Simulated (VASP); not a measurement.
# TaN (P-62m) in VASP: a series of runs

Runs on TaN. Level: PBE. Tasks: single point.

All numbers are computed with VASP 6.6.1; they aren't measurements. Logs are shortened: lines on timing, memory, paths and dates and some standing lists are left out, and cuts for length are marked.

### Step 1. The cell of the first run

Symmetry: P-62m, No. 189, hexagonal system. The conventional cell has a = 5.298 Å, b = 5.298 Å, c = 2.968 Å, α = 90.00°, β = 90.00°, γ = 120.00°. Within 3.1 Å of Ta (site symmetry -6) lie 6 N at 2.21 Å and 5 Ta at 2.97 to 3.06 Å. Within 2.8 Å of Ta (site symmetry -62m) lie 3 N at 2.08 Å. N (site symmetry m2m) has 5 Ta at 2.08 to 2.21 Å and 6 N at 2.83 to 2.97 Å within 3.0 Å.

### Step 2. Single point, PBE (12.02 Å³/atom)

The input, INCAR:

```
ALGO = Normal
EDIFF = 1E-6
ENCUT = 520
GGA = PE
ISIF = 2
ISMEAR = -1
LASPH = True
LCHARG = False
LREAL = False
LWAVE = False
NBANDS = 33
NELM = 60
PREC = Accurate
SIGMA = 0.01
```

The input, KPOINTS:

```
k-points
0
Gamma
  6 6 9
```

The input, POSCAR:

```
TaN
1.0
    5.2979091092      0.0000000000      0.0000000000
   -2.6489545546      4.5881238755      0.0000000000
    0.0000000000      0.0000000000      2.9680929261
Ta N
3 3
Direct
    0.3333333333      0.6666666667      0.5000000000
    0.6666666667      0.3333333333      0.5000000000
    0.0000000000      0.0000000000      0.0000000000
    0.3928500000      0.0000000000      0.0000000000
    0.6071500000      0.6071500000      0.0000000000
    0.0000000000      0.3928500000      0.0000000000
```

Potentials or basis: VASP PAW PBE potentials, release 64 (Ta_pv, N).

On the command line:

```console
$ cat potpaw_PBE.64/Ta_pv/POTCAR potpaw_PBE.64/N/POTCAR > POTCAR
$ mpirun -np 1 vasp_std > vasp.out
```

OUTCAR:

```text
EDIFF = 1E-6
   ENCUT = 520
   GGA = PE
   ISIF = 2
   ISMEAR = -1
   LASPH = True
   LREAL = False
   NELM = 60
   PREC = Accurate

 ion  position               nearest neighbor table
   1  0.333  0.667  0.500-   4 2.21   4 2.21   6 2.21   6 2.21   5 2.21   5 2.21   2 3.06   2 3.06
                             2 3.06   3 3.40   3 3.40   3 3.40   3 3.40   3 3.40   3 3.40
   2  0.667  0.333  0.500-   6 2.21   6 2.21   4 2.21   4 2.21   5 2.21   5 2.21   1 3.06   1 3.06
                             1 3.06   3 3.40   3 3.40   3 3.40   3 3.40   3 3.40   3 3.40
   3  0.000  0.000  0.000-   5 2.08   6 2.08   4 2.08   2 3.40   1 3.40   1 3.40   2 3.40   1 3.40
                             1 3.40   2 3.40   2 3.40   2 3.40   2 3.40   1 3.40   1 3.40
   4  0.393  0.000  0.000-   3 2.08   1 2.21   1 2.21   2 2.21   2 2.21
   5  0.607  0.607  0.000-   3 2.08   2 2.21   2 2.21   1 2.21   1 2.21
   6  0.000  0.393  0.000-   3 2.08   2 2.21   2 2.21   1 2.21   1 2.21

  LATTYP: Found a hexagonal cell.
 ALAT       =     5.2979091092
 C/A-ratio  =     0.5602385516

  Lattice vectors:

 A1 = (   5.2979091092,   0.0000000000,   0.0000000000)
 A2 = (  -2.6489545546,   4.5881238755,   0.0000000000)
 A3 = (   0.0000000000,   0.0000000000,   2.9680929261)

Analysis of symmetry for initial positions (statically):
=====================================================================
 Subroutine PRICEL returns:
 Original cell was already a primitive cell.

 Routine SETGRP: Setting up the symmetry group for a
 hexagonal supercell.

 Subroutine GETGRP returns: Found 12 space group operations
 (whereof 12 operations were pure point group operations)
 out of a pool of 24 trial point group operations.

The static configuration has the point symmetry D_3h.

Analysis of symmetry for dynamics (positions and initial velocities):
=====================================================================
 Subroutine PRICEL returns:
 Original cell was already a primitive cell.

 Routine SETGRP: Setting up the symmetry group for a
 hexagonal supercell.

 Subroutine GETGRP returns: Found 12 space group operations
 (whereof 12 operations were pure point group operations)
 out of a pool of 24 trial point group operations.

The dynamic configuration has the point symmetry D_3h.

 Subroutine INISYM returns: Found 12 space group operations
 (whereof 12 operations are pure point group operations),
 and found     1 'primitive' translations

----------------------------------------------------------------------------------------

[... 104 lines left out ...]
   IBRION =     -1    ionic relax: 0-MD 1-quasi-New 2-CG
   NFREE  =      0    steps in history (QN), initial steepest desc. (CG)
   ISIF   =      2    stress and relaxation
   ISYM   =      2    0-nonsym 1-usesym 2-fastsym
   POTIM  = 0.5000    time-step for ionic-motion
   TEBEG  =    0.0;   TEEND  =   0.0 temperature during run
   PSTRESS=    0.0 pullay stress
   NELECT =      48.0000    total number of electrons
   NUPDOWN=      -1.0000    fix difference up-down
   EMIN   =  10.00;   EMAX   =-10.00  energy-range for DOS
   EFERMI =   0.00;   METHOD = LEGACY
   ISMEAR =    -1;   SIGMA  =   0.01  broadening in eV -4-tet -1-fermi 0-gaus
   EFERMI_NEDOS =   21; number of points for ismear=-14 and -15
   IALGO  =     38    algorithm
   IMIX   =      4    mixing-type and parameters
     AMIX     =   0.40;   BMIX     =  1.00
     AMIX_MAG =   1.60;   BMIX_MAG =  1.00
  volume/ion in A,a.u.               =      12.02        81.15
  Fermi-wavevector in a.u.,A,eV,Ry     =   1.429167  2.700733 27.790134  2.042517
  Thomas-Fermi vector in A             =   2.549150
   LORBIT       =      0    0 simple, 1 ext, 2 COOP (PROOUT), +10 PAW based schemes
   GGA     = PE    functional components
   LHFCALC =     F    Hartree Fock is set to
   AEXX    =    0.0000 exact exchange contribution
   IVDW    =     0    specifies the selected vdW correction
   LEPSILON=     F    determine dielectric tensor
   LRPA    =     F    only Hartree local field effects (RPA)
 non-spin polarized calculation
  energy-cutoff  :      520.00
  volume of cell :       72.15
 maximum number of plane-waves:      1964
 NGX is ok and might be reduce to    40
   NGX = 19   NGY = 19   NGZ = 11

 number of electron      48.0000001 magnetization

 Free energy of the ion-electron system (eV)
  ---------------------------------------------------
  ext. energy  EPLUGINS =         0.00000000
  ---------------------------------------------------
  free energy    TOTEN  =       -67.37960893 eV

  energy without entropy =      -67.37872059  energy(sigma->0) =      -67.37916476

 E-fermi :   7.6768     XC(G=0): -12.6943

 val. band max:        7.6684498663   @ k =   0.1667   0.0000   0.3333
 cond. band min:       7.6888186238   @ k =   0.1667   0.0000   0.2222
 fundamental gap:      0.0203687574
 Fermi energy:         7.6768254894

 k-point     1 :       0.0000    0.0000    0.0000
  band No.  band energies     occupation
      1     -28.5464      2.00000
      2     -28.5464      2.00000
      3     -28.2491      2.00000
      4     -28.2491      2.00000
      5     -28.1173      2.00000
      6     -28.0337      2.00000
[... 853 lines left out ...]
     32      11.1041      0.00000
     33      12.3705      0.00000

 [... further k-points ...]

------------------------ aborting loop because EDIFF is reached ----------------------------------------

  FORCE on cell =-STRESS in cart. coord.  units (eV):
  Direction    XX          YY          ZZ          XY          YZ          ZX
  --------------------------------------------------------------------------------------
  -------------------------------------------------------------------------------------
  Total       -5.0621552     -5.0621552     -5.7274541      0.0000000      0.0000000      0.0000000
  in kB     -112.4162013   -112.4162013   -127.1906141      0.0000000      0.0000000      0.0000000
  external PRESSURE =    -117.3410056 kB  Pullay stress =       0.0000000 kB

 VOLUME and BASIS-vectors are now :
 -----------------------------------------------------------------------------
  energy-cutoff  :      520.00
  volume of cell :       72.15
      direct lattice vectors                 reciprocal lattice vectors
     5.297909109  0.000000000  0.000000000     0.188753710  0.108977005  0.000000000
    -2.648954555  4.588123876  0.000000000     0.000000000  0.217954011  0.000000000
     0.000000000  0.000000000  2.968092926     0.000000000  0.000000000  0.336916675

 POSITION                                       TOTAL-FORCE (eV/Angst)
 -----------------------------------------------------------------------------------
     -0.00000      3.05875      1.48405        -0.000000     -0.000000      0.000000
      2.64895      1.52937      1.48405        -0.000000     -0.000000      0.000000
      0.00000      0.00000      0.00000        -0.000000     -0.000000      0.000000
      2.08128      0.00000      0.00000        -0.182991     -0.000000      0.000000
      1.60831      2.78568      0.00000         0.091496      0.158475     -0.000000
     -1.04064      1.80244      0.00000         0.091496     -0.158475      0.000000
 -----------------------------------------------------------------------------------
    total drift:                               -0.000001     -0.000002      0.000001

  FREE ENERGIE OF THE ION-ELECTRON SYSTEM (eV)
  ---------------------------------------------------
  free  energy   TOTEN  =       -67.3796089319 eV

  energy  without entropy=      -67.3787205917  energy(sigma->0) =      -67.37916476
```

It took 1.7 min on 1 thread of Intel Xeon 8259CL, shared host; peak memory 0.22 GiB.

What came out:

```
Free energy            : -67.3796 eV
Pressure               : -11.7 GPa
Largest force          : 0.183 eV/Å
Band gap on the k mesh : zero (bands 24 and 25 overlap by 2.89 eV)
```

Forces on the atoms (eV/Å):
```
Ta   0.000  0.000  0.000
Ta   0.000  0.000  0.000
Ta   0.000  0.000  0.000
N   -0.183  0.000  0.000
N    0.091  0.158  0.000
N    0.091 -0.158  0.000
```

Stress tensor (GPa, compression positive):
```
-11.24   0.00   0.00
  0.00 -11.24   0.00
  0.00   0.00 -12.72
```

Levels at points of the mesh, in eV from the Fermi level:
```tsv
k point	band 21	band 22	band 23	band 24	band 25	band 26	band 27	band 28
(0.00, 0.00, 0.00)	-4.01	-3.18	-1.79	-0.80	-0.80	0.61	0.61	1.73
(0.50, 0.00, 0.00)	-3.67	-3.62	-2.65	-2.41	1.12	1.71	1.82	2.29
```

Caveat: the cell stands under tension; spin-orbit coupling is left out, which moves the levels of the heavy elements.

### Step 3. Single point, PBE (10.66 Å³/atom)

This run uses another cell than the first one, of 10.66 Å³/atom.

The input, INCAR:

```
SYSTEM = TaN
PREC = Accurate
ENCUT = 520
EDIFF = 1E-7
ISMEAR = -1
SIGMA = 0.01
LREAL = .False.
LASPH = .True.
NELM = 60
ALGO = Normal
ISIF = 2
LWAVE = .False.
LCHARG = .True.
GGA = PE
LELF = .True.
LVHAR = .True.
NBANDS = 33
```

The input, KPOINTS:

```
Automatic mesh
0
Gamma
  6 6 9
  0 0 0
```

POSCAR: that of step 2 with these lines changed.

```diff
@@ -2,5 +2,5 @@
 1.0
-    5.2979091092      0.0000000000      0.0000000000
-   -2.6489545546      4.5881238755      0.0000000000
-    0.0000000000      0.0000000000      2.9680929261
+    5.0899302701      0.0000000000      0.0000000000
+   -2.5449651350      4.4080089174      0.0000000000
+    0.0000000000      0.0000000000      2.8515751625
 Ta N
```

Potentials or basis: VASP PAW PBE potentials, release 64 (Ta_pv, N).

On the command line:

```console
$ cat potpaw_PBE.64/Ta_pv/POTCAR potpaw_PBE.64/N/POTCAR > POTCAR
$ mpirun -np 1 vasp_std > vasp.out
```

Wall time 1.9 min (1 thread of Intel Xeon 8259CL, shared host); peak memory 0.22 GiB.

Results (log left out):

| Property | Result |
| --- | --- |
| Free energy | -67.0294 eV |
| Pressure | 29.5 GPa |
| Largest force | 0.346 eV/Å |
| Band gap on the k mesh | zero (bands 24 and 25 overlap by 3.26 eV) |

Forces in eV/Å, atoms in the order of the input:
```
Ta   0.000  0.000  0.000
Ta   0.000  0.000  0.000
Ta   0.000  0.000  0.000
N    0.346  0.000  0.000
N   -0.173 -0.300  0.000
N   -0.173  0.300  0.000
```

Stress tensor (GPa, compression positive):
```
29.13  0.00  0.00
 0.00 29.13  0.00
 0.00  0.00 30.24
```

Levels at points of the mesh, in eV from the Fermi level:
```
           k point  band 21  band 22  band 23  band 24  band 25  band 26  band 27  band 28
(0.00, 0.00, 0.00)    -4.51    -3.44    -2.00    -1.00    -1.00     0.62     0.62     2.00
(0.50, 0.00, 0.00)    -4.12    -4.10    -2.99    -2.83     1.35     1.98     2.08     2.60
```

Caveat: the cell stands under pressure; spin-orbit coupling is left out, which moves the levels of the heavy elements.
